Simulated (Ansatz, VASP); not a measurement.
ScAl3 in VASP and in Ansatz

```
Sc Al
1.0
    -4.10533    0.00000   -4.10533
     0.00000   -4.10533   -4.10533
    -4.10533   -4.10533    0.00000
Sc Al
2 6
Direct
  0.50000 0.50000 0.50000
  0.00000 0.00000 0.00000
  0.50000 0.00000 0.00000
  0.00000 0.50000 0.50000
  0.50000 0.00000 0.50000
  0.00000 0.50000 0.00000
  0.00000 0.00000 0.50000
  0.50000 0.50000 0.00000
```

Alike in both runs: task single point; functional PBE; k mesh 10 × 10 × 10; occupations gaussian, width 0.15 eV; no spin polarisation.

|  | VASP | Ansatz |
| --- | --- | --- |
| version | VASP 6.6.1 | Ansatz 0.2.0 |
| potentials or method | VASP PAW PBE potentials, release 64 (Sc_sv, Al), cutoff 520 eV | scalar-relativistic, plane waves, PAW |
| valence electrons in the cell | 40 | 40 |

|  | VASP | Ansatz | Ansatz less VASP |
| --- | --- | --- | --- |
| gap on the k mesh at the Fermi level (eV) | none | none | - |
| pressure (GPa) | 0.1 | 0.0 | -0.11 |

A gap of «none» marks a metal or a gap that the smearing closes.
